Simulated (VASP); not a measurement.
Set up this calculation in VASP 6.6.1, as the native input.

```
Task                   : single point
Functional             : r2SCAN
Potentials or basis    : VASP PAW PBE potentials, release 64 (Au)
Cutoff                 : 520 eV
k mesh                 : 18 × 18 × 12
Occupations            : gaussian, width 0.1 eV
Spin                   : no spin polarisation
Dipole correction      : no
Further INCAR settings : ALGO = Normal; EDIFF = 1e-06; NBANDS = 18
```

The system is Au.

```
CELL_PARAMETERS angstrom
2.06219 2.06219 0.00000
-2.06219 2.06219 0.00000
0.00000 0.00000 4.00065
ATOMIC_POSITIONS crystal
Au 0.00000 0.00000 0.00000
Au 0.50000 0.50000 0.50000
```

This cell differs from its parent crystal: strain along c alone, the other axes held: -3.0 %.

One way to write it, as run:

POSCAR

```
Au
1.0
    2.0621898478      2.0621898478      0.0000000000
   -2.0621898478      2.0621898478      0.0000000000
    0.0000000000      0.0000000000      4.0006483047
Au
2
Direct
    0.0000000000      0.0000000000      0.0000000000
    0.5000000000      0.5000000000      0.5000000000
```

INCAR.step1

```
  ALGO = Normal
  EDIFF = 1E-4
  ENCUT = 520
  GGA = PE
  ISMEAR = 0
  LASPH = T
  LCHARG = F
  LREAL = F
  LWAVE = T
  NBANDS = 18
  NELM = 60
  PREC = Accurate
  SIGMA = 0.1
```

INCAR.step2

```
  ALGO = Normal
  EDIFF = 1E-6
  ENCUT = 520
  ISIF = 2
  ISMEAR = 0
  ISTART = 1
  LASPH = T
  LCHARG = T
  LELF = T
  LMIXTAU = T
  LREAL = F
  LVHAR = T
  LWAVE = F
  METAGGA = R2SCAN
  NBANDS = 18
  NELM = 60
  PREC = Accurate
  SIGMA = 0.1
```

KPOINTS

```
k-points
0
Gamma
  18 18 12
```

Potentials or basis: VASP PAW PBE potentials, release 64 (Au).

The run is started by

```bash
$ cat potpaw_PBE.64/Au/POTCAR > POTCAR
$ cp INCAR.step1 INCAR
$ mpirun -np 1 vasp_std > vasp.out
$ cp INCAR.step2 INCAR
$ mpirun -np 1 vasp_std > vasp.out
```

Results of the run:

The pressure is 5.5 GPa. The band gap on the k mesh is zero (bands 11 and 12 overlap by 7.68 eV).

Caveat: the cell differs from its parent crystal (strain along c alone, the other axes held: -3.0 %); the cell stands under pressure; the PAW data sets were made with another functional, which shifts forces and pressure a little; spin-orbit coupling is left out, which moves the levels of the heavy elements.

Run time: 3.3 min on 1 thread of Intel(R) Xeon(R) 6975P-C (Granite Rapids), on a shared host, peak memory 0.31 GiB.
